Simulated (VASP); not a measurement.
AlN, 2 atoms in the cell. Symmetry: Fm-3m, No. 225, cubic system. Conventional cell: a = 4.071 Å, b = 4.071 Å, c = 4.071 Å, α = 90.00°, β = 90.00°, γ = 90.00°. Within 2.7 Å of Al (site symmetry m-3m) lie 6 N at 2.04 Å. Within 2.7 Å of N (site symmetry m-3m) lie 6 Al at 2.04 Å. 

```yaml
Program: VASP 6.6.1
Task: relaxation of cell and atoms
Functional: PBEsol
Potentials_or_basis: VASP PAW PBE potentials, release 64 (Al, N)
Cutoff: 600 eV
k_mesh: 10 × 10 × 10
Occupations: fermi-dirac, width 0.02 eV
Spin: no spin polarisation
Dipole_correction: no
Further_INCAR_settings: ALGO = Normal; EDIFF = 1e-06; IBRION = 2; EDIFFG = -0.005; NSW = 80; ISIF = 3
```

Potentials or basis: VASP PAW PBE potentials, release 64 (Al, N).

Run with:

```console
$ cat potpaw_PBE.64/Al/POTCAR potpaw_PBE.64/N/POTCAR > POTCAR
$ mpirun -np 1 vasp_std > vasp.out
```

Hardware: 1 thread of AMD EPYC 7R13 Processor (Zen 3), on a shared host.

Q: How long does it take, and how much memory?

A: It took 11 s on 1 thread of AMD EPYC 7R13 Processor (Zen 3) (shared host), peak memory 0.11 GiB. Counts: scf iterations 23, k points 47, ion steps 3.
